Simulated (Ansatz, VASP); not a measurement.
# TiRh3 in VASP and in Ansatz

File INCAR:

```
SYSTEM = TiRh3
ALGO = Normal ; EDIFF = 1E-6
ENCUT = 520 ; GGA = CA
ISIF = 2 ; ISMEAR = -1
LASPH = .True. ; LCHARG = .True.
LELF = .True. ; LREAL = .False.
LVHAR = .True. ; LWAVE = .False.
NBANDS = 36 ; NELM = 100
PREC = Accurate ; SIGMA = 0.03
```

File KPOINTS:

```
k-points
0
Gamma
  10 10 10
  0 0 0
```

POSCAR

```
TiRh3
1.0
    3.8473119959      0.0000000000      0.0000000000
    0.0000000000      3.8473119959      0.0000000000
    0.0000000000      0.0000000000      3.8473119959
Ti Rh
1 3
Direct
    0.0000000000      0.0000000000      0.0000000000
    0.0000000000      0.5000000000      0.5000000000
    0.5000000000      0.0000000000      0.5000000000
    0.5000000000      0.5000000000      0.0000000000
```

Input for Ansatz:

```yaml
crystal:
  lattice:
    - [3.8473119959, 0.0, 0.0]
    - [0.0, 3.8473119959, 0.0]
    - [0.0, 0.0, 3.8473119959]
  atoms:
    - { symbol: Ti, position: [0.0, 0.0, 0.0] }
    - { symbol: Rh, position: [0.0, 0.5, 0.5] }
    - { symbol: Rh, position: [0.5, 0.0, 0.5] }
    - { symbol: Rh, position: [0.5, 0.5, 0.0] }
kpoints:
  mp_grid: { grid: [10, 10, 10] }
  band_path:
    path:
      - [0.0, 0.0, 0.0]
      - [0.0, 0.5, 0.0]
      - [0.5, 0.5, 0.0]
      - [0.0, 0.0, 0.0]
      - [0.5, 0.5, 0.5]
      - [0.0, 0.5, 0.0]
      - [0.5, 0.5, 0.5]
      - [0.5, 0.5, 0.0]
    npoints: 5
scf:
  occupations: { method: fermi_dirac, width: 0.03 }
hamiltonian:
  xc: lda
  pseudopotentials: { kind: all_electron, lapw: { basis_error: 0.001 } }
output:
  forces: true
  stress: true
  eigenvalues: true
```

Change from the starting cell: volume scaled by 1.02.

Alike in both runs: task single point; functional LDA; k mesh 10 × 10 × 10; occupations fermi-dirac, width 0.03 eV; no spin polarisation.

```csv
,VASP,Ansatz
version,VASP 6.6.1,Ansatz 0.2.0
potentials or method,"VASP PAW LDA potentials, release 64 (Ti_sv, Rh_pv), cutoff 520 eV","all-electron LAPW, scalar-relativistic"
```

Ansatz gave:

* pressure (GPa): -14.6

Q: Which values does VASP return?

A: Pressure (GPa): -13.9.

LDA's correlation is that of Perdew and Zunger in VASP and of Perdew and Wang (1992) in Ansatz. Ansatz ran all-electron here, and VASP with PAW potentials.
